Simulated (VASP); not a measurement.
## CdTe: single point with LDA

CdTe:

```xyz
2
Lattice="3.1409 3.1409 0.0000 -3.1409 3.1409 0.0000 0.0000 3.1409 3.2909" Properties=species:S:1:pos:R:3 pbc="T T T"
Cd    0.0000    0.0000    0.0000
Te    1.5704    4.7113    1.6455
```

This cell differs from its parent crystal: film at in-plane strain -0.02.

```
Program             : VASP 6.6.1
Task                : single point
Functional          : LDA
Potentials or basis : VASP PAW LDA potentials, release 64 (Cd, Te)
Cutoff              : 520 eV
k mesh              : 6 × 6 × 6
Occupations         : gaussian, width 0.01 eV
Spin                : no spin polarisation
```

```yaml
Pressure: 0.9 GPa
Band_gap_on_the_k_mesh: 0.63 eV, direct
```

Stress tensor (GPa, compression positive):
```
1.20 0.00 0.00
0.00 1.20 0.00
0.00 0.00 0.29
```

Levels at points of the mesh, in eV from the valence-band top:
```tsv
k point	band 5	band 6	band 7	band 8	band 9	band 10	band 11	band 12	band 13	band 14
(0.00, 0.00, 0.00)	-8.23	-8.22	-0.18	0.00	0.00	0.63	4.42	4.42	4.43	7.22
(0.50, 0.00, 0.00)	-8.22	-7.84	-4.83	-1.04	-0.79	1.62	4.90	5.17	6.84	8.55
(0.50, 0.50, 0.00)	-8.19	-7.66	-4.58	-2.22	-2.14	2.22	2.36	8.92	8.93	9.25
(0.00, 0.00, 0.50)	-8.19	-7.75	-4.83	-1.97	-1.97	2.42	2.72	8.60	9.16	9.16
```

Wall time 16 s on 1 thread of Intel Xeon 6975P-C (shared host), peak memory 0.18 GiB.

Caveat: the cell differs from its parent crystal (film at in-plane strain -0.02); spin-orbit coupling is left out, which moves the levels of the heavy elements.
